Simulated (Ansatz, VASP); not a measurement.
## C in VASP and in Ansatz

```
CELL_PARAMETERS angstrom
0.00000 1.78337 1.78337
1.78337 0.00000 1.78337
1.78337 1.78337 0.00000
ATOMIC_POSITIONS crystal
C 0.75000 0.75000 0.75000
C 0.50000 0.50000 0.50000
```

Alike in both runs: functional HSE06; k mesh 7 × 7 × 7; occupations fermi-dirac, width 0.05 eV; no spin polarisation.

```csv
,VASP,Ansatz
version,VASP 6.6.1,Ansatz 0.2.0
potentials or method,"VASP PAW PBE potentials, release 64 (C)",Ansatz PAW
plane-wave cutoff (eV),520,420
valence electrons in the cell,8,8
task,single point,projected density of states
```

```csv
,VASP,Ansatz,Ansatz less VASP
gap on the k mesh at the Fermi level (eV),5.40,5.41,+0.009
least direct gap on the mesh (eV),6.97,6.98,+0.007
pressure (GPa),-7.3,-8.2,-0.85
```

With one functional, cell and mesh, what is left measures potentials, basis and numerics.

The k mesh is coarse, so the values compare programs but aren't converged. Noted on Ansatz's run: odd divisions of the mesh miss points on the zone boundary, where band edges often lie, so the gap on the mesh can be too wide.
